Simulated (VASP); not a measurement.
Write the native input for VASP 6.6.1 that does the following.

```yaml
Task: relaxation of cell and atoms
Functional: RPBE
Potentials_or_basis: VASP PAW PBE potentials, release 64 (Co)
Cutoff: 600 eV
k_mesh: 14 × 14 × 8
Occupations: fermi-dirac, width 0.05 eV
Spin: collinear spin, ferromagnetic start
Starting_moments: "[1.7, 1.7] μB"
Dipole_correction: no
Further_INCAR_settings: ALGO = Normal; EDIFF = 1e-06; IBRION = 2; EDIFFG = -0.01; NSW = 80; ISIF = 3
```

The structure of Co lies in POSCAR:

```
Co
1.0
    2.5070990085      0.0000000000      0.0000000000
   -1.2535495042      2.1712114311      0.0000000000
    0.0000000000      0.0000000000      4.0686000000
Co
2
Direct
    0.3333333333      0.6666666667      0.2500000000
    0.6666666667      0.3333333333      0.7500000000
```

One way to write it, as run:

INCAR

```
PREC = Accurate
ENCUT = 600
EDIFF = 1E-6
ISMEAR = -1
SIGMA = 0.05
LREAL = False
LASPH = True
NELM = 150
ALGO = Normal
ISIF = 3
LWAVE = False
LCHARG = False
ISPIN = 2
MAGMOM = 1.7 1.7
LORBIT = 11
LMAXMIX = 4
GGA = RP
IBRION = 2
NSW = 80
EDIFFG = -0.01
```

KPOINTS

```
regular mesh
0
Gamma
  14 14 8
```

Potentials or basis: VASP PAW PBE potentials, release 64 (Co).

Command:

```console
$ cat potpaw_PBE.64/Co/POTCAR > POTCAR
$ mpirun -np 1 vasp_std > vasp.out
```

It gave:

```json
{
 "Relaxed volume": "11.14 Å³/atom",
 "Relaxed cell": "a = 2.517 Å, b = 2.517 Å, c = 4.062 Å, α = 90.00°, β = 90.00°, γ = 120.00°",
 "Space group after relaxing (to 0.05 Å)": "P6_3/mmc (No. 194)",
 "Energy gained by relaxing": "0.4 meV/atom",
 "Ionic steps": "4",
 "Pressure after relaxing": "0.0 GPa",
 "Net moment": "3.26 μB per cell",
 "Site moments": "Co +1.66 μB",
 "Valence electrons inside the program's atomic spheres": "Co 8.22"
}
```

Caveat: the PAW data sets were made with another functional, which shifts forces and pressure a little.

Wall time 2.3 min on 1 thread of Intel Xeon 6975P-C, on a shared host, peak memory 0.21 GiB.
